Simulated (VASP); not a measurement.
# Sb (Pm-3m) in VASP: a series of runs

Sb is run at these levels: PBE; tasks: electric field gradients.

Program: VASP 6.6.1. These are calculated values, not measurements. Logs are shortened: lines on timing, memory, paths and dates and some standing lists are left out, and cuts for length are marked.

### Step 1. The cell of the first run

The structure is cubic, space group Pm-3m (No. 221). The conventional cell has a = 3.149 Å, b = 3.149 Å, c = 3.149 Å, α = 90.00°, β = 90.00°, γ = 90.00°. Sb (site symmetry m-3m) has 6 Sb at 3.15 Å within 4.1 Å.

### Step 2. Electric field gradients, PBE (volume scaled by 0.99)

File INCAR:

```
SYSTEM = Sb
ALGO = Normal ; EDIFF = 1E-8
ENCUT = 520 ; GGA = PE
ISIF = 2 ; ISMEAR = -1
LASPH = .TRUE. ; LCHARG = .FALSE.
LEFG = .TRUE. ; LREAL = .FALSE.
LWAVE = .FALSE. ; NBANDS = 8
NELM = 60 ; PREC = Accurate
SIGMA = 0.05
```

File KPOINTS:

```
k-points
0
G
  13 13 13
  0 0 0
```

File POSCAR:

```
Sb
1.0
    3.1494313592      0.0000000000      0.0000000000
    0.0000000000      3.1494313592      0.0000000000
    0.0000000000      0.0000000000      3.1494313592
Sb
1
Direct
    0.0000000000      0.0000000000      0.0000000000
```

Potentials or basis: VASP PAW PBE potentials, release 64 (Sb).

Command:

```
> cat potpaw_PBE.64/Sb/POTCAR > POTCAR
> mpirun -np 1 vasp_std > vasp.out
```

OUTCAR:

```text
SYSTEM = Sb
   EDIFF = 1E-8
   ENCUT = 520
   GGA = PE
   ISIF = 2
   ISMEAR = -1
   LASPH = .TRUE.
   LREAL = .FALSE.
   NELM = 60
   PREC = Accurate

 ion  position               nearest neighbor table
   1  0.000  0.000  0.000-

  LATTYP: Found a simple cubic cell.
 ALAT       =     3.1494313592

  Lattice vectors:

 A1 = (   3.1494313592,   0.0000000000,   0.0000000000)
 A2 = (   0.0000000000,   3.1494313592,   0.0000000000)
 A3 = (   0.0000000000,   0.0000000000,   3.1494313592)

Analysis of symmetry for initial positions (statically):
=====================================================================
 Subroutine PRICEL returns:
 Original cell was already a primitive cell.

 Routine SETGRP: Setting up the symmetry group for a
 simple cubic supercell.

 Subroutine GETGRP returns: Found 48 space group operations
 (whereof 48 operations were pure point group operations)
 out of a pool of 48 trial point group operations.

The static configuration has the point symmetry O_h .

Analysis of symmetry for dynamics (positions and initial velocities):
=====================================================================
 Subroutine PRICEL returns:
 Original cell was already a primitive cell.

 Routine SETGRP: Setting up the symmetry group for a
 simple cubic supercell.

 Subroutine GETGRP returns: Found 48 space group operations
 (whereof 48 operations were pure point group operations)
 out of a pool of 48 trial point group operations.

The dynamic configuration has the point symmetry O_h .

 Subroutine INISYM returns: Found 48 space group operations
 (whereof 48 operations are pure point group operations),
 and found     1 'primitive' translations

----------------------------------------------------------------------------------------

                                     Primitive cell

  volume of cell :      31.2390

  direct lattice vectors                    reciprocal lattice vectors
     3.149431359  0.000000000  0.000000000     0.317517636  0.000000000  0.000000000
     0.000000000  3.149431359  0.000000000     0.000000000  0.317517636  0.000000000
     0.000000000  0.000000000  3.149431359     0.000000000  0.000000000  0.317517636

  length of vectors
[... 121 lines left out ...]
  ---------------------------------------------------
  ext. energy  EPLUGINS =         0.00000000
  ---------------------------------------------------
  free energy    TOTEN  =        -4.09810518 eV

  energy without entropy =       -4.09510629  energy(sigma->0) =       -4.09660574

 E-fermi :   6.6248     XC(G=0):  -9.4293

 val. band max:        6.6052232157   @ k =   0.3077   0.2308   0.1538
 cond. band min:       6.6623802004   @ k =   0.3846   0.3077   0.3077
 fundamental gap:      0.0571569846
 Fermi energy:         6.6247696486

 k-point     1 :       0.0000    0.0000    0.0000
  band No.  band energies     occupation
      1      -5.4757      2.00000
      2       9.7148      0.00000
      3       9.7148      0.00000
      4       9.7148      0.00000
      5      13.4421      0.00000
      6      13.4421      0.00000
      7      14.5494      0.00000
      8      23.9362      0.00000
[... 243 lines left out ...]
 k-point    24 :       0.3846    0.3077    0.0000
  band No.  band energies     occupation
      1      -2.4544      2.00000
      2       3.3336      2.00000
      3       5.1689      2.00000
      4      11.5045      0.00000
      5      12.3714      0.00000
      6      16.7180      0.00000
      7      19.4127      0.00000
      8      19.8065      0.00000

 [... further k-points ...]

------------------------ aborting loop because EDIFF is reached ----------------------------------------

  FORCE on cell =-STRESS in cart. coord.  units (eV):
  Direction    XX          YY          ZZ          XY          YZ          ZX
  --------------------------------------------------------------------------------------
  -------------------------------------------------------------------------------------
  Total       -0.4088910     -0.4088910     -0.4088910     -0.0000000     -0.0000000     -0.0000000
  in kB      -20.9711230    -20.9711230    -20.9711230     -0.0000000     -0.0000000     -0.0000000
  external PRESSURE =     -20.9711230 kB  Pullay stress =       0.0000000 kB

 VOLUME and BASIS-vectors are now :
 -----------------------------------------------------------------------------
  energy-cutoff  :      520.00
  volume of cell :       31.24
      direct lattice vectors                 reciprocal lattice vectors
     3.149431359  0.000000000  0.000000000     0.317517636  0.000000000  0.000000000
     0.000000000  3.149431359  0.000000000     0.000000000  0.317517636  0.000000000
     0.000000000  0.000000000  3.149431359     0.000000000  0.000000000  0.317517636

 POSITION                                       TOTAL-FORCE (eV/Angst)
 -----------------------------------------------------------------------------------
      0.00000      0.00000      0.00000         0.000000      0.000000      0.000000
 -----------------------------------------------------------------------------------
    total drift:                               -0.000000      0.000000      0.000000

  FREE ENERGIE OF THE ION-ELECTRON SYSTEM (eV)
  ---------------------------------------------------
  free  energy   TOTEN  =        -4.0981051822 eV

  energy  without entropy=       -4.0951062939  energy(sigma->0) =       -4.09660574

 Electric field gradients (V/A^2)
---------------------------------------------------------------------
 ion       V_xx      V_yy      V_zz      V_xy      V_xz      V_yz
---------------------------------------------------------------------
   1       0.000     0.000     0.000    -0.000    -0.000     0.000
---------------------------------------------------------------------

 Electric field gradients after diagonalization (V/A^2)
 (convention: |V_zz| > |V_xx| > |V_yy|)
----------------------------------------------------------------------
 ion       V_xx      V_yy      V_zz     asymmetry (V_yy - V_xx)/ V_zz
----------------------------------------------------------------------
   1       0.000     0.000     0.000      -0.527
----------------------------------------------------------------------

           NMR quadrupolar parameters

 Cq : quadrupolar parameter    Cq=e*Q*V_zz/h
 eta: asymmetry parameters     (V_yy - V_xx)/ V_zz
 Q  : nuclear electric quadrupole moment in mb (millibarn)
----------------------------------------------------------------------
 ion       Cq(MHz)       eta       Q (mb)
----------------------------------------------------------------------
   1       0.000      -0.527       1.000
----------------------------------------------------------------------
```

OSZICAR:

```text
N       E                     dE             d eps       ncg     rms          rms(c)
DAV:   1     0.529152927238E+01    0.52915E+01   -0.15713E+03  1344   0.398E+02
DAV:   2    -0.397732496563E+01   -0.92689E+01   -0.89650E+01  1896   0.517E+01
DAV:   3    -0.409290850346E+01   -0.11558E+00   -0.11550E+00  1672   0.662E+00
DAV:   4    -0.409341802477E+01   -0.50952E-03   -0.50951E-03  2016   0.530E-01
DAV:   5    -0.409341992685E+01   -0.19021E-05   -0.19018E-05  1800   0.213E-02    0.178E+00
DAV:   6    -0.409616172635E+01   -0.27418E-02   -0.10326E-03  1696   0.203E-01    0.105E+00
DAV:   7    -0.409804945341E+01   -0.18877E-02   -0.24695E-03  1520   0.309E-01    0.798E-02
DAV:   8    -0.409810140103E+01   -0.51948E-04   -0.83841E-05  1832   0.622E-02    0.724E-03
DAV:   9    -0.409810473138E+01   -0.33304E-05   -0.24607E-06  1808   0.100E-02    0.204E-03
DAV:  10    -0.409810518968E+01   -0.45830E-06   -0.93685E-07  1584   0.517E-03    0.457E-04
DAV:  11    -0.409810518217E+01    0.75079E-08   -0.10481E-08  1880   0.657E-04
   1 F= -.40981052E+01 E0= -.40966057E+01  d E =-.299889E-02
```

Wall time 19 s (1 thread of Intel Xeon 8259CL, shared host); peak memory 0.14 GiB.

Results:

```
Free energy : -4.0981 eV
Pressure    : -2.1 GPa
```

Caveat: without QUAD_EFG the Cq values of the log hold for a quadrupole moment of 1 mb, not for the nuclei; spin-orbit coupling is left out, which moves the levels of the heavy elements.

### Step 3. Electric field gradients, PBE (volume scaled by 0.99)

File INCAR:

```
PREC = Accurate
ENCUT = 520
EDIFF = 1E-8
ISMEAR = -1
SIGMA = 0.05
LREAL = False
LASPH = True
NELM = 80
ALGO = Normal
ISIF = 2
LWAVE = False
LCHARG = False
GGA = PE
LEFG = True
NBANDS = 8
```

File KPOINTS:

```
regular mesh
0
Gamma
  13 13 13
```

POSCAR is that of step 2.

Potentials or basis: VASP PAW PBE potentials, release 64 (Sb).

Command:

```
> cat potpaw_PBE.64/Sb/POTCAR > POTCAR
> mpirun -np 1 vasp_std > vasp.out
```

OUTCAR:

```text
PREC = Accurate
   ENCUT = 520
   EDIFF = 1E-8
   ISMEAR = -1
   LREAL = False
   LASPH = True
   NELM = 80
   ISIF = 2
   GGA = PE

 ion  position               nearest neighbor table
   1  0.000  0.000  0.000-

  LATTYP: Found a simple cubic cell.
 ALAT       =     3.1494313592

  Lattice vectors:

 A1 = (   3.1494313592,   0.0000000000,   0.0000000000)
 A2 = (   0.0000000000,   3.1494313592,   0.0000000000)
 A3 = (   0.0000000000,   0.0000000000,   3.1494313592)

Analysis of symmetry for initial positions (statically):
=====================================================================
 Subroutine PRICEL returns:
 Original cell was already a primitive cell.

 Routine SETGRP: Setting up the symmetry group for a
 simple cubic supercell.

 Subroutine GETGRP returns: Found 48 space group operations
 (whereof 48 operations were pure point group operations)
 out of a pool of 48 trial point group operations.

The static configuration has the point symmetry O_h .

Analysis of symmetry for dynamics (positions and initial velocities):
=====================================================================
 Subroutine PRICEL returns:
 Original cell was already a primitive cell.

 Routine SETGRP: Setting up the symmetry group for a
 simple cubic supercell.

 Subroutine GETGRP returns: Found 48 space group operations
 (whereof 48 operations were pure point group operations)
 out of a pool of 48 trial point group operations.

The dynamic configuration has the point symmetry O_h .
[... 151 lines left out ...]

 k-point     1 :       0.0000    0.0000    0.0000
  band No.  band energies     occupation
      1      -5.4757      2.00000
      2       9.7148      0.00000
      3       9.7148      0.00000
      4       9.7148      0.00000
      5      13.4421      0.00000
      6      13.4421      0.00000
      7      14.5494      0.00000
      8      23.9362      0.00000
[... 243 lines left out ...]
 k-point    24 :       0.3846    0.3077    0.0000
  band No.  band energies     occupation
      1      -2.4544      2.00000
      2       3.3336      2.00000
      3       5.1689      2.00000
      4      11.5045      0.00000
      5      12.3714      0.00000
      6      16.7180      0.00000
      7      19.4127      0.00000
      8      19.8065      0.00000

 [... further k-points ...]

------------------------ aborting loop because EDIFF is reached ----------------------------------------

  FORCE on cell =-STRESS in cart. coord.  units (eV):
  Direction    XX          YY          ZZ          XY          YZ          ZX
  --------------------------------------------------------------------------------------
  -------------------------------------------------------------------------------------
  Total       -0.4088910     -0.4088910     -0.4088910     -0.0000000     -0.0000000     -0.0000000
  in kB      -20.9711230    -20.9711230    -20.9711230     -0.0000000     -0.0000000     -0.0000000
  external PRESSURE =     -20.9711230 kB  Pullay stress =       0.0000000 kB

 VOLUME and BASIS-vectors are now :
 -----------------------------------------------------------------------------
  energy-cutoff  :      520.00
  volume of cell :       31.24
      direct lattice vectors                 reciprocal lattice vectors
     3.149431359  0.000000000  0.000000000     0.317517636  0.000000000  0.000000000
     0.000000000  3.149431359  0.000000000     0.000000000  0.317517636  0.000000000
     0.000000000  0.000000000  3.149431359     0.000000000  0.000000000  0.317517636

 POSITION                                       TOTAL-FORCE (eV/Angst)
 -----------------------------------------------------------------------------------
      0.00000      0.00000      0.00000         0.000000      0.000000      0.000000
 -----------------------------------------------------------------------------------
    total drift:                               -0.000000      0.000000      0.000000

  FREE ENERGIE OF THE ION-ELECTRON SYSTEM (eV)
  ---------------------------------------------------
  free  energy   TOTEN  =        -4.0981051822 eV

  energy  without entropy=       -4.0951062939  energy(sigma->0) =       -4.09660574

 Electric field gradients (V/A^2)
---------------------------------------------------------------------
 ion       V_xx      V_yy      V_zz      V_xy      V_xz      V_yz
---------------------------------------------------------------------
   1       0.000     0.000     0.000    -0.000    -0.000     0.000
---------------------------------------------------------------------

 Electric field gradients after diagonalization (V/A^2)
 (convention: |V_zz| > |V_xx| > |V_yy|)
----------------------------------------------------------------------
 ion       V_xx      V_yy      V_zz     asymmetry (V_yy - V_xx)/ V_zz
----------------------------------------------------------------------
   1       0.000     0.000     0.000      -0.527
----------------------------------------------------------------------

           NMR quadrupolar parameters

 Cq : quadrupolar parameter    Cq=e*Q*V_zz/h
 eta: asymmetry parameters     (V_yy - V_xx)/ V_zz
 Q  : nuclear electric quadrupole moment in mb (millibarn)
----------------------------------------------------------------------
 ion       Cq(MHz)       eta       Q (mb)
----------------------------------------------------------------------
   1       0.000      -0.527       1.000
----------------------------------------------------------------------
```

It took 18 s on 1 thread of Intel Xeon 8259CL, shared host; peak memory 0.14 GiB.

What came out:

```yaml
Free_energy: -4.0981 eV
Pressure: -2.1 GPa
```

Levels at points of the mesh, in eV from the Fermi level:
| k point | band 1 | band 2 | band 3 | band 4 | band 5 | band 6 |
| --- | --- | --- | --- | --- | --- | --- |
| (0.00, 0.00, 0.00) | -12.10 | 3.09 | 3.09 | 3.09 | 6.82 | 6.82 |

Caveat: without QUAD_EFG the Cq values of the log hold for a quadrupole moment of 1 mb, not for the nuclei; spin-orbit coupling is left out, which moves the levels of the heavy elements.

(Continued in part 2 of 2.)
